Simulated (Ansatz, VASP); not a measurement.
# SiW6 in VASP and in Ansatz

File INCAR:

```
SYSTEM = SiW6
  PREC = Accurate
  ENCUT = 520
  EDIFF = 1E-6
  ISMEAR = 0
  SIGMA = 0.1
  LREAL = .FALSE.
  LASPH = .TRUE.
  NELM = 80
  ALGO = Normal
  ISIF = 2
  LWAVE = .FALSE.
  LCHARG = .FALSE.
  LDIPOL = .TRUE.
  IDIPOL = 3
  DIPOL = 0.5 0.5 0.316
  GGA = PE
  IVDW = 12
  NBANDS = 53
```

File KPOINTS:

```
regular mesh
0
G
  6 6 1
  0 0 0
```

POSCAR

```
SiW6
1.0
    4.4682526324      0.0000000000      0.0000000000
   -2.2341263162      3.8696202902      0.0000000000
    0.0000000000      0.0000000000     21.7259061349
W Si
6 1
Direct
    0.6666666667      0.3333333333      0.1841119986
    0.3333333333      0.6666666667      0.2260931360
    0.0000000000      0.0000000000      0.2680742733
    0.6666666667      0.3333333333      0.3070897866
    0.3333333333      0.6666666667      0.3466976876
    0.0000000000      0.0000000000      0.3832248047
    0.6666666667      0.3333333333      0.4982948038
```

Input for Ansatz:

```yaml
crystal:
  lattice:
    - [4.4682526324, 0.0, 0.0]
    - [-2.2341263162, 3.8696202902, 0.0]
    - [0.0, 0.0, 21.7259061349]
  atoms:
    - { symbol: W, position: [0.6666666667, 0.3333333333, 0.1841119986] }
    - { symbol: W, position: [0.3333333333, 0.6666666667, 0.226093136] }
    - { symbol: W, position: [0.0, 0.0, 0.2680742733] }
    - { symbol: W, position: [0.6666666667, 0.3333333333, 0.3070897866] }
    - { symbol: W, position: [0.3333333333, 0.6666666667, 0.3466976876] }
    - { symbol: W, position: [0.0, 0.0, 0.3832248047] }
    - { symbol: Si, position: [0.6666666667, 0.3333333333, 0.4982948038] }
basis:
  ecutwfc: 420
kpoints:
  mp_grid: { grid: [6, 6, 1] }
hamiltonian:
  xc: pbe
  pseudopotentials: { kind: paw, azcp: { folder: soft_1 } }
  dispersion: d3bj
scf:
  occupations: { method: gaussian, width: 0.1 }
output:
  forces: true
  eigenvalues: true
efield:
  axis: 3
  dipole_correction: true
  ramp_width: 0.04
```

Alike in both runs: task single point; functional PBE; dispersion D3(BJ); k mesh 6 × 6 × 1; occupations gaussian, width 0.1 eV; no spin polarisation.

```csv
,VASP,Ansatz
version,VASP 6.6.1,Ansatz 0.2.0
potentials or method,"VASP PAW PBE potentials, release 64 (W_sv, Si), cutoff 520 eV","scalar-relativistic, plane waves, PAW"
valence electrons in the cell,88,88
```

|  | VASP | Ansatz | Ansatz less VASP |
| --- | --- | --- | --- |
| gap on the k mesh at the Fermi level (eV) | 0.05 | 0.05 | -0.001 |
| least direct gap on the mesh (eV) | 0.11 | 0.10 | -0.002 |
| rms of the force components (eV/Å) | 0.818 | 0.810 | -0.0087 |

Atom by atom the forces differ by 0.021 eV/Å (rms over components). Ansatz's warnings: dispersion switch in reach, vacuum below fermi.

Spin-orbit coupling is off throughout.
